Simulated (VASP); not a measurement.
# O (R-3m) in VASP: a series of runs

The runs below take O through electric field gradients, with PBEsol.

All numbers are computed with VASP 6.6.1; they aren't measurements. Logs are shortened: lines on timing, memory, paths and dates and some standing lists are left out, and cuts for length are marked.

## 1. The cell of the first run

Symmetry: R-3m, No. 166, trigonal system. The conventional cell has a = 2.828 Å, b = 2.828 Å, c = 10.156 Å, α = 90.00°, β = 90.00°, γ = 120.00°. O (site symmetry 3m) has 1 O at 1.17 Å within 1.6 Å.

## 2. Electric field gradients, PBEsol (volume scaled by 0.98)

The input, INCAR:

```
  PREC = Accurate
  ENCUT = 520
  EDIFF = 1E-8
  ISMEAR = -1
  SIGMA = 0.02
  LREAL = False
  LASPH = True
  NELM = 80
  ALGO = Normal
  ISIF = 2
  LWAVE = False
  LCHARG = False
  GGA = PS
  LEFG = True
  NBANDS = 13
```

The input, KPOINTS:

```
regular mesh
0
Gamma
  10 10 10
```

The input, POSCAR:

```
O
1.0
    1.4137960563      0.8162555336      3.3854248141
   -1.4137960563      0.8162555336      3.3854248141
    0.0000000000     -1.6325110673      3.3854248141
O
2
Direct
    0.0577000000      0.0577000000      0.0577000000
    0.9423000000      0.9423000000      0.9423000000
```

Potentials or basis: VASP PAW PBE potentials, release 64 (O).

Launch:

```
cat potpaw_PBE.64/O/POTCAR > POTCAR
mpirun -np 1 vasp_std > vasp.out
```

OUTCAR:

```text
PREC = Accurate
   ENCUT = 520
   EDIFF = 1E-8
   ISMEAR = -1
   LREAL = False
   LASPH = True
   NELM = 80
   ISIF = 2
   GGA = PS

 ion  position               nearest neighbor table
   1  0.058  0.058  0.058-   2 1.17
   2  0.942  0.942  0.942-   1 1.17

  LATTYP: Found a trigonal (rhomboedric) cell.
 ALAT       =     3.7584828797
 COS(alpha) =     0.7170052526

  Lattice vectors:

 A1 = (   1.4137960563,   0.8162555336,   3.3854248141)
 A2 = (  -1.4137960563,   0.8162555336,   3.3854248141)
 A3 = (   0.0000000000,  -1.6325110673,   3.3854248141)

Analysis of symmetry for initial positions (statically):
=====================================================================
 Subroutine PRICEL returns:
 Original cell was already a primitive cell.

 Routine SETGRP: Setting up the symmetry group for a
 trigonal (rhombohedral) supercell.

 Subroutine GETGRP returns: Found 12 space group operations
 (whereof 12 operations were pure point group operations)
 out of a pool of 12 trial point group operations.

The static configuration has the point symmetry D_3d.

Analysis of symmetry for dynamics (positions and initial velocities):
=====================================================================
 Subroutine PRICEL returns:
 Original cell was already a primitive cell.

 Routine SETGRP: Setting up the symmetry group for a
 trigonal (rhombohedral) supercell.

 Subroutine GETGRP returns: Found 12 space group operations
 (whereof 12 operations were pure point group operations)
 out of a pool of 12 trial point group operations.

The dynamic configuration has the point symmetry D_3d.

 Subroutine INISYM returns: Found 12 space group operations
 (whereof 12 operations are pure point group operations),
 and found     1 'primitive' translations

----------------------------------------------------------------------------------------

                                     Primitive cell

  volume of cell :      23.4411

  direct lattice vectors                    reciprocal lattice vectors
     1.413796056  0.816255534  3.385424814     0.353657798  0.204184425  0.098461302
    -1.413796056  0.816255534  3.385424814    -0.353657798  0.204184425  0.098461302
     0.000000000 -1.632511067  3.385424814     0.000000000 -0.408368850  0.098461301

  length of vectors
     3.758482880  3.758482880  3.758482880     0.420071119  0.420071119  0.420071119

  position of ions in fractional coordinates (direct lattice)
     0.057700000  0.057700000  0.057700000
     0.942300000  0.942300000  0.942300000

  ion indices of the primitive-cell ions
   primitive index   ion index
                 1           1
                 2           2

----------------------------------------------------------------------------------------

 KPOINTS: regular mesh

Automatic generation of k-mesh.
 Grid dimensions read from file:
 generate k-points for:   10   10   10

 Generating k-lattice:

  Cartesian coordinates                     Fractional coordinates (reciprocal lattice)
     0.035365780  0.020418442  0.009846130     0.100000000  0.000000000  0.000000000
    -0.035365780  0.020418442  0.009846130     0.000000000  0.100000000  0.000000000
     0.000000000 -0.040836885  0.009846130     0.000000000  0.000000000  0.100000000

  Length of vectors
     0.042007112  0.042007112  0.042007112

  Shift w.r.t. Gamma in fractional coordinates (k-lattice)
     0.000000000  0.000000000  0.000000000

 Subroutine IBZKPT returns following result:
 ===========================================

 Found    116 irreducible k-points:

 Following reciprocal coordinates:
            Coordinates               Weight
  0.000000  0.000000  0.000000      1.000000
  0.100000 -0.000000 -0.000000      6.000000
  0.200000 -0.000000 -0.000000      6.000000
  0.300000  0.000000 -0.000000      6.000000
  0.400000  0.000000  0.000000      6.000000
  0.500000 -0.000000  0.000000      3.000000
[... 16 lines left out ...]
  0.300000  0.300000 -0.000000      6.000000
  0.400000  0.300000  0.000000     12.000000
 [... further k-points ...]
   k-points           NKPTS =    116   k-points in BZ     NKDIM =    116   number of bands    NBANDS=     13
   number of dos      NEDOS =    301   number of ions     NIONS =      2
   total plane-waves  NPLWV =  21952
   dimension x,y,z NGX =    28 NGY =   28 NGZ =   28
   dimension x,y,z NGXF=    56 NGYF=   56 NGZF=   56
   ions per type =               2
   NGX,Y,Z   is equivalent  to a cutoff of  12.39, 12.39, 12.39 a.u.
   NGXF,Y,Z  is equivalent  to a cutoff of  24.77, 24.77, 24.77 a.u.
 SYSTEM =  unknown system
   PREC   = accura    normal or accurate (medium, high low for compatibility)
   ISTART =      0    job   : 0-new  1-cont  2-samecut
   ICHARG =      2    charge: 1-file 2-atom 10-const
   ISPIN  =      1    spin polarized calculation?
   LNONCOLLINEAR =      F non collinear calculations
   LSORBIT =      F    spin-orbit coupling
   LASPH  =      T    aspherical Exc in radial PAW
   ENCUT  =  520.0 eV  38.22 Ry    6.18 a.u.   6.99  6.99  6.99*2*pi/ulx,y,z
   NELM   =     80;   NELMIN=  2; NELMDL= -5     # of ELM steps
   EDIFF  = 0.1E-07   stopping-criterion for ELM
   LREAL  =      F    real-space projection
   EDIFFG = 0.1E-06   stopping-criterion for IOM
   NSW    =      0    number of steps for IOM
   IBRION =     -1    ionic relax: 0-MD 1-quasi-New 2-CG
   NFREE  =      0    steps in history (QN), initial steepest desc. (CG)
   ISIF   =      2    stress and relaxation
   ISYM   =      2    0-nonsym 1-usesym 2-fastsym
   POTIM  = 0.5000    time-step for ionic-motion
   TEBEG  =    0.0;   TEEND  =   0.0 temperature during run
   PSTRESS=    0.0 pullay stress
   NELECT =      12.0000    total number of electrons
   NUPDOWN=      -1.0000    fix difference up-down
   EMIN   =  10.00;   EMAX   =-10.00  energy-range for DOS
   EFERMI =   0.00;   METHOD = LEGACY
   ISMEAR =    -1;   SIGMA  =   0.02  broadening in eV -4-tet -1-fermi 0-gaus
   EFERMI_NEDOS =   21; number of points for ismear=-14 and -15
   IALGO  =     38    algorithm
   IMIX   =      4    mixing-type and parameters
     AMIX     =   0.40;   BMIX     =  1.00
     AMIX_MAG =   1.60;   BMIX_MAG =  1.00
  volume/ion in A,a.u.               =      11.72        79.09
  Fermi-wavevector in a.u.,A,eV,Ry     =   1.309612  2.474809 23.335146  1.715085
  Thomas-Fermi vector in A             =   2.440199
   LORBIT       =      0    0 simple, 1 ext, 2 COOP (PROOUT), +10 PAW based schemes
   GGA     = PS    functional components
   LHFCALC =     F    Hartree Fock is set to
   AEXX    =    0.0000 exact exchange contribution
   IVDW    =     0    specifies the selected vdW correction
   LEPSILON=     F    determine dielectric tensor
   LRPA    =     F    only Hartree local field effects (RPA)
 non-spin polarized calculation
  energy-cutoff  :      520.00
  volume of cell :       23.44
 maximum number of plane-waves:       642
   NGX = 13   NGY = 13   NGZ = 13

 number of electron      11.9999998 magnetization

 Free energy of the ion-electron system (eV)
  ---------------------------------------------------
  ext. energy  EPLUGINS =         0.00000000
  ---------------------------------------------------
  free energy    TOTEN  =        -9.81132198 eV

  energy without entropy =       -9.80965571  energy(sigma->0) =       -9.81048884

 E-fermi :   0.5892     XC(G=0):  -9.5407

 val. band max:        0.5619822613   @ k =  -0.4000   0.1000   0.0000
 cond. band min:       0.5903870599   @ k =   0.5000   0.5000   0.3000
 fundamental gap:      0.0284047986
 Fermi energy:         0.5892097375

 k-point     1 :       0.0000    0.0000    0.0000
  band No.  band energies     occupation
      1     -27.8685      2.00000
      2     -13.1662      2.00000
      3      -8.7503      2.00000
      4      -6.1564      2.00000
      5      -6.1564      2.00000
      6       1.1733      0.00000
      7       1.1733      0.00000
      8       8.7209      0.00000
      9      12.4724      0.00000
     10      15.4056      0.00000
     11      19.3119      0.00000
     12      21.7819      0.00000
     13      21.7819      0.00000
[... 353 lines left out ...]
 k-point    24 :       0.4000    0.3000    0.0000
  band No.  band energies     occupation
      1     -27.5439      2.00000
      2     -13.3507      2.00000
      3      -8.1675      2.00000
      4      -6.8757      2.00000
      5      -6.7528      2.00000
      6      -0.3747      2.00000
      7       1.0936      0.00000
      8      10.5698      0.00000
      9      12.7173      0.00000
     10      15.2947      0.00000
     11      15.9512      0.00000
     12      19.8596      0.00000
     13      22.5838      0.00000

 [... further k-points ...]
[... 5 lines left out ...]
  --------------------------------------------------------------------------------------
  -------------------------------------------------------------------------------------
  Total       -1.3144059     -1.3144059      6.3183232      0.0000000     -0.0000000      0.0000000
  in kB      -89.8385544    -89.8385544    431.8521581      0.0000000     -0.0000000      0.0000000
  external PRESSURE =      84.0583498 kB  Pullay stress =       0.0000000 kB

 VOLUME and BASIS-vectors are now :
 -----------------------------------------------------------------------------
  energy-cutoff  :      520.00
  volume of cell :       23.44
      direct lattice vectors                 reciprocal lattice vectors
     1.413796056  0.816255534  3.385424814     0.353657798  0.204184425  0.098461302
    -1.413796056  0.816255534  3.385424814    -0.353657798  0.204184425  0.098461302
     0.000000000 -1.632511067  3.385424814     0.000000000 -0.408368850  0.098461301

 POSITION                                       TOTAL-FORCE (eV/Angst)
 -----------------------------------------------------------------------------------
      0.00000     -0.00000      0.58602         0.000000     -0.000000      4.763003
      0.00000     -0.00000      9.57026         0.000000      0.000000     -4.763003
 -----------------------------------------------------------------------------------
    total drift:                                0.000000     -0.000000      0.000000

  FREE ENERGIE OF THE ION-ELECTRON SYSTEM (eV)
  ---------------------------------------------------
  free  energy   TOTEN  =        -9.8113219763 eV

  energy  without entropy=       -9.8096557061  energy(sigma->0) =       -9.81048884

 Electric field gradients (V/A^2)
---------------------------------------------------------------------
 ion       V_xx      V_yy      V_zz      V_xy      V_xz      V_yz
---------------------------------------------------------------------
   1     -56.742   -56.742   113.483    -0.000     0.000     0.000
   2     -56.742   -56.742   113.483     0.000    -0.000     0.000
---------------------------------------------------------------------

 Electric field gradients after diagonalization (V/A^2)
 (convention: |V_zz| > |V_xx| > |V_yy|)
----------------------------------------------------------------------
 ion       V_xx      V_yy      V_zz     asymmetry (V_yy - V_xx)/ V_zz
----------------------------------------------------------------------
   1     -56.742   -56.742   113.483       0.000
   2     -56.742   -56.742   113.483       0.000
----------------------------------------------------------------------

           NMR quadrupolar parameters

 Cq : quadrupolar parameter    Cq=e*Q*V_zz/h
 eta: asymmetry parameters     (V_yy - V_xx)/ V_zz
 Q  : nuclear electric quadrupole moment in mb (millibarn)
----------------------------------------------------------------------
 ion       Cq(MHz)       eta       Q (mb)
----------------------------------------------------------------------
   1       0.274       0.000       1.000
   2       0.274       0.000       1.000
----------------------------------------------------------------------
```

Run time: 30 s. Hardware: 1 thread of AMD EPYC 9R14 (Zen 4), shared host; peak memory 0.13 GiB.

What came out:

```
Free energy            : -9.8113 eV
Pressure               : 8.4 GPa
Largest force          : 4.763 eV/Å
Band gap on the k mesh : zero (band 6 reaches 1.43 eV, above the bottom of band 7 at 0.07 eV)
```

Forces in eV/Å, atoms in the order of the input:
```
O    0.000  0.000  4.763
O    0.000  0.000 -4.763
```

Stress tensor (GPa, compression positive):
```
-8.98  0.00  0.00
 0.00 -8.98  0.00
 0.00  0.00 43.19
```

Electric field gradients, principal values (V/Å²):
| atom | least | middle | greatest (by size) |
| --- | --- | --- | --- |
| 1 O | -56.742 | -56.742 | 113.483 |
| 2 O | -56.742 | -56.742 | 113.483 |

Caveat: the standard files for N, O and F lose accuracy on very short bonds; spin is off for a triplet molecule; without QUAD_EFG the Cq values of the log hold for a quadrupole moment of 1 mb, not for the nuclei; the PAW data sets were made with another functional, which shifts forces and pressure a little.

(Part 1 of 2 ends here.)
